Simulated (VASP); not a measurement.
# InAs (Fm-3m) in VASP: settings compared

Aim: see how the results for InAs move with the level of theory and the settings. Levels: PBE, PBEsol. Tasks: vibrations by perturbation theory.

Everything below comes from runs of VASP 6.6.1. Logs are shortened: lines on timing, memory, paths and dates and some standing lists are left out, and cuts for length are marked.

## Step 1: The cell of the first run

The structure is cubic, space group Fm-3m (No. 225). Conventional cell: a = 5.755 Å, b = 5.755 Å, c = 5.755 Å, α = 90.00°, β = 90.00°, γ = 90.00°. Within 3.8 Å of In (site symmetry m-3m) lie 6 As at 2.88 Å. Within 3.8 Å of As (site symmetry m-3m) lie 6 In at 2.88 Å.

## Step 2: Vibrations by perturbation theory, PBE

The input, INCAR:

```
PREC = Accurate ; ENCUT = 520
EDIFF = 1E-8 ; ISMEAR = -1
SIGMA = 0.05 ; LREAL = F
LASPH = T ; NELM = 60
ALGO = Normal ; ISIF = 2
LWAVE = F ; LCHARG = F
GGA = PE ; IBRION = 8
NSW = 1
```

The input, KPOINTS:

```
Automatic mesh
0
Gamma
  8 8 8
```

The input, POSCAR:

```
InAs
1.0
    0.0000000000      2.8773040000      2.8773040000
    2.8773040000      0.0000000000      2.8773040000
    2.8773040000      2.8773040000      0.0000000000
In As
1 1
Direct
    0.5000000000      0.5000000000      0.5000000000
    0.0000000000      0.0000000000      0.0000000000
```

Potentials or basis: VASP PAW PBE potentials, release 64 (In_d, As).

Started as:

```bash
$ cat potpaw_PBE.64/In_d/POTCAR potpaw_PBE.64/As/POTCAR > POTCAR
$ mpirun -np 1 vasp_std > vasp.out
```

OUTCAR:

```text
PREC = Accurate
   ENCUT = 520
   EDIFF = 1E-8
   ISMEAR = -1
   LREAL = F
   LASPH = T
   NELM = 60
   ISIF = 2
   GGA = PE
   IBRION = 8
   NSW = 1

 ion  position               nearest neighbor table
   1  0.500  0.500  0.500-   2 2.88   2 2.88   2 2.88   2 2.88   2 2.88   2 2.88
   2  0.000  0.000  0.000-   1 2.88   1 2.88   1 2.88   1 2.88   1 2.88   1 2.88

  LATTYP: Found a face centered cubic cell.
 ALAT       =     5.7546080000

  Lattice vectors:

 A1 = (   0.0000000000,   2.8773040000,   2.8773040000)
 A2 = (   2.8773040000,   0.0000000000,   2.8773040000)
 A3 = (   2.8773040000,   2.8773040000,   0.0000000000)

Analysis of symmetry for initial positions (statically):
=====================================================================
 Subroutine PRICEL returns:
 Original cell was already a primitive cell.

 Routine SETGRP: Setting up the symmetry group for a
 face centered cubic supercell.

 Subroutine GETGRP returns: Found 48 space group operations
 (whereof 48 operations were pure point group operations)
 out of a pool of 48 trial point group operations.

The static configuration has the point symmetry O_h .

Analysis of symmetry for dynamics (positions and initial velocities):
=====================================================================
 Subroutine PRICEL returns:
 Original cell was already a primitive cell.

 Routine SETGRP: Setting up the symmetry group for a
 face centered cubic supercell.

 Subroutine GETGRP returns: Found 48 space group operations
 (whereof 48 operations were pure point group operations)
 out of a pool of 48 trial point group operations.

The dynamic configuration has the point symmetry O_h .

 Subroutine INISYM returns: Found 48 space group operations
 (whereof 48 operations are pure point group operations),
 and found     1 'primitive' translations

----------------------------------------------------------------------------------------

                                     Primitive cell

  volume of cell :      47.6417

  direct lattice vectors                    reciprocal lattice vectors
[... 541 lines left out ...]
  energy-cutoff  :      520.00
  volume of cell :       47.64
      direct lattice vectors                 reciprocal lattice vectors
     0.000000000  2.877304000  2.877304000    -0.173773783  0.173773783  0.173773783
     2.877304000  0.000000000  2.877304000     0.173773783 -0.173773783  0.173773783
     2.877304000  2.877304000  0.000000000     0.173773783  0.173773783 -0.173773783

 POSITION                                       TOTAL-FORCE (eV/Angst)
 -----------------------------------------------------------------------------------
      2.87730      2.87730      2.87730         0.000000     -0.000000     -0.000000
      0.00000      0.00000      0.00000        -0.000000      0.000000      0.000000
 -----------------------------------------------------------------------------------
    total drift:                                0.000000      0.000000      0.000000

  FREE ENERGIE OF THE ION-ELECTRON SYSTEM (eV)
  ---------------------------------------------------
  free  energy   TOTEN  =        -7.3195465285 eV

  energy  without entropy=       -7.3080232453  energy(sigma->0) =       -7.31378489

[... ionic steps 2 to 3 ...]

--------------------------------------- Ionic step        4  -------------------------------------------

------------------------ aborting loop because EDIFF is reached ----------------------------------------

[... ionic steps 5 to 6 ...]

--------------------------------------- Ionic step        7  -------------------------------------------

 Free energy of the ion-electron system (eV)
  ---------------------------------------------------
  ---------------------------------------------------
  free energy    TOTEN  =        -0.04350470 eV

  energy without entropy =       -0.04350471

------------------------ aborting loop because EDIFF is reached ----------------------------------------

 INTERNAL STRAIN TENSOR  FOR ION    2  DIRECTION 1   (eV/Angst):
 -----------------------------------------------------------------------------
    -0.05422 -0.00000  0.00000
    -0.00000  0.03509 -0.00000
    -0.00000 -0.00000  0.03509

 INTERNAL STRAIN TENSOR FOR ION    2 for displacements in x,y,z  (eV/Angst):
          X           Y           Z          XY          YZ          ZX
  --------------------------------------------------------------------------------
  x     0.00000     0.00000     0.00000     0.00000     0.00000     0.00000
  y     0.00000     0.00000     0.00000     0.00000     0.00000     0.00000
  z     0.00000     0.00000     0.00000     0.00000     0.00000     0.00000

 SECOND DERIVATIVES (NOT SYMMETRIZED)
 ------------------------------------
               1X          1Y          1Z          2X          2Y          2Z
  1X    -2.154263    0.000000    0.000000    2.154263    0.000000    0.000000
  1Y     0.000000   -2.154263    0.000000    0.000000    2.154263    0.000000
  1Z     0.000000    0.000000   -2.154263    0.000000    0.000000    2.154263
  2X     2.128696    0.000000    0.000000   -2.128696    0.000000    0.000000
  2Y     0.000000    2.128696    0.000000    0.000000   -2.128696    0.000000
  2Z     0.000000    0.000000    2.128696    0.000000    0.000000   -2.128696

 Eigenvectors and eigenvalues of the dynamical matrix
 ----------------------------------------------------

   1 f  =    3.395511 THz    21.334622 2PiTHz  113.262040 cm-1    14.042697 meV
             X         Y         Z           dx          dy          dz
      2.877304  2.877304  2.877304     0.221285   -0.590554    0.000000
      0.000000  0.000000  0.000000    -0.272309    0.726724    0.000000
[... 21 lines left out ...]
   6 f/i=    0.009921 THz     0.062333 2PiTHz    0.330916 cm-1     0.041028 meV
             X         Y         Z           dx          dy          dz
      2.877304  2.877304  2.877304    -0.038835    0.365282   -0.683623
      0.000000  0.000000  0.000000    -0.031558    0.296838   -0.555529

--------------------------------------------------------------------------------------------------------

 ELASTIC MODULI CONTR FROM IONIC RELAXATION (kBar)
 Direction    XX          YY          ZZ          XY          YZ          ZX
 --------------------------------------------------------------------------------
 XX           0.0000      0.0000      0.0000      0.0000      0.0000      0.0000
 YY           0.0000      0.0000      0.0000      0.0000      0.0000      0.0000
 ZZ           0.0000      0.0000      0.0000      0.0000      0.0000      0.0000
 XY           0.0000      0.0000      0.0000      0.0000      0.0000      0.0000
 YZ           0.0000      0.0000      0.0000      0.0000      0.0000      0.0000
 ZX           0.0000      0.0000      0.0000      0.0000      0.0000      0.0000
 --------------------------------------------------------------------------------
```

OSZICAR:

```text
N       E                     dE             d eps       ncg     rms          rms(c)
DAV:   1     0.103304404779E+03    0.10330E+03   -0.91326E+03   754   0.163E+03
DAV:   2    -0.520702156717E+00   -0.10383E+03   -0.10093E+03   784   0.327E+02
DAV:   3    -0.733357246930E+01   -0.68129E+01   -0.66580E+01   985   0.816E+01
DAV:   4    -0.749610294510E+01   -0.16253E+00   -0.16235E+00   845   0.132E+01
[... 41 lines left out ...]
RMM:   7    -0.435054950777E-01   -0.47900E-06   -0.15500E-07  2805   0.297E-03    0.110E-03
RMM:   8    -0.435044212769E-01    0.10738E-05   -0.24381E-08  2735   0.949E-04    0.228E-04
RMM:   9    -0.435048550437E-01   -0.43377E-06    0.34945E-08  2866   0.357E-04    0.107E-04
RMM:  10    -0.435046995384E-01    0.15551E-06    0.23123E-08  2837   0.121E-04    0.533E-05
RMM:  11    -0.435046985550E-01    0.98338E-09   -0.52226E-08  3018   0.430E-05    0.311E-05
 Linear response finished
```

stdout:

```text
POSCAR found type information on POSCAR InAs
 POSCAR found :  2 types and       2 ions
 scaLAPACK will be used
 LDA part: xc-table for (Slater+PW92), standard interpolation
 POSCAR, INCAR and KPOINTS ok, starting setup
 FFT: planning ... GRIDC
 FFT: planning ... GRID_SOFT
 FFT: planning ... GRID
 WAVECAR not read
 entering main loop
 Linear response reoptimize wavefunctions to high precision
 Linear response DOF=           2
 Linear response progress:
 first order change of Fermi-energy  -0.49157E-03
 force on displaced ion       1 direction 1 :  -2.154   0.000   0.000
 Linear response progress:
 first order change of Fermi-energy   0.13244E-02
 force on displaced ion       2 direction 1 :  -2.129   0.000   0.000
 Linear response finished
```

Run time: 91 s. Hardware: 1 thread of Intel Xeon Platinum 8488C (Sapphire Rapids), shared host; peak memory 0.25 GiB.

Results:

```
Highest phonon frequency at Γ, LO-TO splitting left out : 113 cm⁻¹
```

Phonon frequencies in cm⁻¹ (negative: imaginary):
```tsv
q point	frequencies
(0.000, 0.000, 0.000)	0 0 0 113 113 113
```

Caveat: spin-orbit coupling is left out, which moves the levels of the heavy elements.

## Step 3: Vibrations by perturbation theory, PBEsol

The input, INCAR:

```
PREC = Accurate
ENCUT = 520
EDIFF = 1E-8
ISMEAR = -1
SIGMA = 0.05
LREAL = F
LASPH = T
NELM = 60
ALGO = Normal
ISIF = 2
LWAVE = F
LCHARG = F
GGA = PS
IBRION = 8
NSW = 1
```

The input, KPOINTS:

```
regular mesh
0
Gamma
  8 8 8
```

POSCAR is that of step 2.

Potentials or basis: VASP PAW PBE potentials, release 64 (In_d, As).

Started as:

```bash
$ cat potpaw_PBE.64/In_d/POTCAR potpaw_PBE.64/As/POTCAR > POTCAR
$ mpirun -np 1 vasp_std > vasp.out
```

OUTCAR:

```text
PREC = Accurate
   ENCUT = 520
   EDIFF = 1E-8
   ISMEAR = -1
   LREAL = F
   LASPH = T
   NELM = 60
   ISIF = 2
   GGA = PS
   IBRION = 8
   NSW = 1

 ion  position               nearest neighbor table
   1  0.500  0.500  0.500-   2 2.88   2 2.88   2 2.88   2 2.88   2 2.88   2 2.88
   2  0.000  0.000  0.000-   1 2.88   1 2.88   1 2.88   1 2.88   1 2.88   1 2.88

  LATTYP: Found a face centered cubic cell.
 ALAT       =     5.7546080000

  Lattice vectors:

 A1 = (   0.0000000000,   2.8773040000,   2.8773040000)
 A2 = (   2.8773040000,   0.0000000000,   2.8773040000)
 A3 = (   2.8773040000,   2.8773040000,   0.0000000000)

Analysis of symmetry for initial positions (statically):
=====================================================================
 Subroutine PRICEL returns:
 Original cell was already a primitive cell.

 Routine SETGRP: Setting up the symmetry group for a
 face centered cubic supercell.

 Subroutine GETGRP returns: Found 48 space group operations
[... 610 lines left out ...]
 INTERNAL STRAIN TENSOR  FOR ION    2  DIRECTION 1   (eV/Angst):
 -----------------------------------------------------------------------------
    -0.05498  0.00000  0.00000
     0.00000  0.03511  0.00000
     0.00000  0.00000  0.03511

 INTERNAL STRAIN TENSOR FOR ION    2 for displacements in x,y,z  (eV/Angst):
          X           Y           Z          XY          YZ          ZX
  --------------------------------------------------------------------------------
  x     0.00000     0.00000     0.00000     0.00000     0.00000     0.00000
  y     0.00000     0.00000     0.00000     0.00000     0.00000     0.00000
  z     0.00000     0.00000     0.00000     0.00000     0.00000     0.00000

 SECOND DERIVATIVES (NOT SYMMETRIZED)
 ------------------------------------
               1X          1Y          1Z          2X          2Y          2Z
  1X    -2.001748    0.000000    0.000000    2.001748    0.000000    0.000000
  1Y     0.000000   -2.001748    0.000000    0.000000    2.001748    0.000000
  1Z     0.000000    0.000000   -2.001748    0.000000    0.000000    2.001748
  2X     1.975938    0.000000    0.000000   -1.975938    0.000000    0.000000
  2Y     0.000000    1.975938    0.000000    0.000000   -1.975938    0.000000
  2Z     0.000000    0.000000    1.975938    0.000000    0.000000   -1.975938

 Eigenvectors and eigenvalues of the dynamical matrix
 ----------------------------------------------------

   1 f  =    3.272088 THz    20.559134 2PiTHz  109.145100 cm-1    13.532262 meV
             X         Y         Z           dx          dy          dz
      2.877304  2.877304  2.877304     0.000000    0.630848    0.000000
      0.000000  0.000000  0.000000     0.000000   -0.775906    0.000000
[... 21 lines left out ...]
   6 f/i=    0.010393 THz     0.065299 2PiTHz    0.346663 cm-1     0.042981 meV
             X         Y         Z           dx          dy          dz
      2.877304  2.877304  2.877304     0.000000    0.000000    0.775906
      0.000000  0.000000  0.000000     0.000000    0.000000    0.630848

--------------------------------------------------------------------------------------------------------

 ELASTIC MODULI CONTR FROM IONIC RELAXATION (kBar)
 Direction    XX          YY          ZZ          XY          YZ          ZX
 --------------------------------------------------------------------------------
 XX           0.0000      0.0000      0.0000      0.0000      0.0000      0.0000
 YY           0.0000      0.0000      0.0000      0.0000      0.0000      0.0000
 ZZ           0.0000      0.0000      0.0000      0.0000      0.0000      0.0000
 XY           0.0000      0.0000      0.0000      0.0000      0.0000      0.0000
 YZ           0.0000      0.0000      0.0000      0.0000      0.0000      0.0000
 ZX           0.0000      0.0000      0.0000      0.0000      0.0000      0.0000
 --------------------------------------------------------------------------------
```

It took 98 s on 1 thread of Intel Xeon Platinum 8488C (Sapphire Rapids), shared host; peak memory 0.25 GiB.

Results:

| Quantity | Value |
| --- | --- |
| Highest phonon frequency at Γ, LO-TO splitting left out | 109 cm⁻¹ |

Phonon frequencies in cm⁻¹ (negative: imaginary):
| q point | frequencies |
| --- | --- |
| (0.000, 0.000, 0.000) | 0 0 0 109 109 109 |

Caveat: the cell wasn't relaxed at this level first, which shifts response properties; spin-orbit coupling is left out, which moves the levels of the heavy elements.
